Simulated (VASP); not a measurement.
MnAs, 4 atoms in the cell. The typed cell holds 4 atoms: a = 3.672 Å, b = 3.677 Å, c = 5.758 Å, α = 90.34°, β = 90.01°, γ = 118.86°. 

| Item | Value |
| --- | --- |
| Program | VASP 6.6.1 |
| Task | single point |
| Functional | r2SCAN |
| Potentials or basis | VASP PAW PBE potentials, release 64 (Mn_pv, As) |
| Cutoff | 520 eV |
| k mesh | 5 × 5 × 3 |
| Occupations | fermi-dirac, width 0.05 eV |
| Spin | collinear spin, ferromagnetic start |
| Starting moments | [4.0, 4.0, 0.0, 0.0] μB |
| Dipole correction | no |
| Further INCAR settings | ALGO = Normal; EDIFF = 1e-06; NBANDS = 30 |

Potentials or basis: VASP PAW PBE potentials, release 64 (Mn_pv, As).

Run with:

```sh
$ cat potpaw_PBE.64/Mn_pv/POTCAR potpaw_PBE.64/As/POTCAR > POTCAR
$ cp INCAR.step1 INCAR
$ mpirun -np 1 vasp_std > vasp.out
$ cp INCAR.step2 INCAR
$ mpirun -np 1 vasp_std > vasp.out
```

Hardware: 1 thread of Oxide Virtual Turin-like Processor, with other jobs on the host.

Problem. Estimate the wall time of this run.

Solution. Wall time 11 min on 1 thread of Oxide Virtual Turin-like Processor (shared host), peak memory 0.27 GiB. Counts: k points 38.
